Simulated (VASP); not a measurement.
Co, 2 atoms in the cell. It takes space group P6_3/mmc (No. 194, hexagonal). Conventional cell: a = 2.469 Å, b = 2.469 Å, c = 4.091 Å, α = 90.00°, β = 90.00°, γ = 120.00°. Co (site symmetry -6m2) has 12 Co at 2.47 to 2.49 Å within 3.3 Å.  This cell differs from its parent crystal: equal xx and yy strain of -2 %.

| Quantity | Value |
| --- | --- |
| Program | VASP 6.6.1 |
| Task | electric field gradients |
| Functional | PBE |
| Potentials or basis | VASP PAW PBE potentials, release 64 (Co) |
| Cutoff | 520 eV |
| k mesh | 19 × 19 × 10 |
| Occupations | fermi-dirac, width 0.05 eV |
| Spin | collinear spin, ferromagnetic start |
| Starting moments | [2.0, 2.0] μB |
| Dipole correction | no |
| Further INCAR settings | ALGO = Normal; EDIFF = 1e-08; NBANDS = 20 |

Potentials or basis: VASP PAW PBE potentials, release 64 (Co).

The run is started by

```bash
$ cat potpaw_PBE.64/Co/POTCAR > POTCAR
$ mpirun -np 1 vasp_std > vasp.out
```

Hardware: 1 thread of Intel(R) Xeon(R) 6975P-C (Granite Rapids), with other jobs on the host.

Estimate the wall time of this run.

It took 85 s on 1 thread of Intel(R) Xeon(R) 6975P-C (Granite Rapids), on a shared host, peak memory 0.24 GiB. Counts: scf iterations 18, k points 240.
